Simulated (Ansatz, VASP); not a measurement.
## MgO in VASP and in Ansatz

INCAR

```
SYSTEM = MgO
  ALGO = Normal
  EDIFF = 1E-6
  EDIFFG = -0.003
  ENCUT = 600
  GGA = CA
  IBRION = 2
  ISIF = 3
  ISMEAR = 0
  LASPH = .TRUE.
  LCHARG = .FALSE.
  LREAL = .FALSE.
  LWAVE = .FALSE.
  NELM = 100
  NSW = 100
  PREC = Accurate
  SIGMA = 0.01
```

Contents of KPOINTS:

```
k-points
0
G
  10 10 10
  0 0 0
```

Contents of POSCAR:

```
MgO
1.0
    0.0000000000      2.1085000000      2.1085000000
    2.1085000000      0.0000000000      2.1085000000
    2.1085000000      2.1085000000      0.0000000000
Mg O
1 1
Direct
    0.0000000000      0.0000000000      0.0000000000
    0.5000000000      0.5000000000      0.5000000000
```

Input for Ansatz:

```yaml
crystal:
  lattice:
    - [0.0, 2.1085, 2.1085]
    - [2.1085, 0.0, 2.1085]
    - [2.1085, 2.1085, 0.0]
  atoms:
    - { symbol: Mg, position: [0.0, 0.0, 0.0] }
    - { symbol: O, position: [0.5, 0.5, 0.5] }
scf:
  occupations: { method: fixed }
output:
  forces: true
  stress: true
  eigenvalues: true
  write_density: true
  write_potential: true
  elf: true
  volumetric_format: npy
hamiltonian:
  xc: lda
basis:
  ecutwfc: 700
kpoints:
  mp_grid: { grid: [10, 10, 10] }
relax:
  f_tol: 0.003
  max_steps: 80
  cell: { stress_tol: 0.05 }
```

Alike in both runs: task relaxation of cell and atoms; functional LDA; k mesh 10 × 10 × 10; no spin polarisation.

```csv
,VASP,Ansatz
version,VASP 6.6.1,Ansatz 0.2.0
potentials or method,"VASP PAW LDA potentials, release 64 (Mg, O), cutoff 600 eV","scalar-relativistic, plane waves, PAW"
occupations,"gaussian, width 0.01 eV",fixed
valence electrons in the cell,8,16
```

|  | VASP | Ansatz | Ansatz less VASP |
| --- | --- | --- | --- |
| gap on the k mesh at the Fermi level, each at its own relaxed structure (eV) | 5.16 | 5.03 | -0.124 |
| relaxed volume (Å³/atom) | 8.89 | 9.00 | +0.106 |
| relaxed cell length with the largest relative difference (Å) | 2.930 | 2.941 | +0.0116 |

LDA's correlation is that of Perdew and Zunger in VASP and of Perdew and Wang (1992) in Ansatz. VASP's potentials hold 8 valence electrons a cell and Ansatz's 16, so a difference there can come from the potentials and not from the codes.
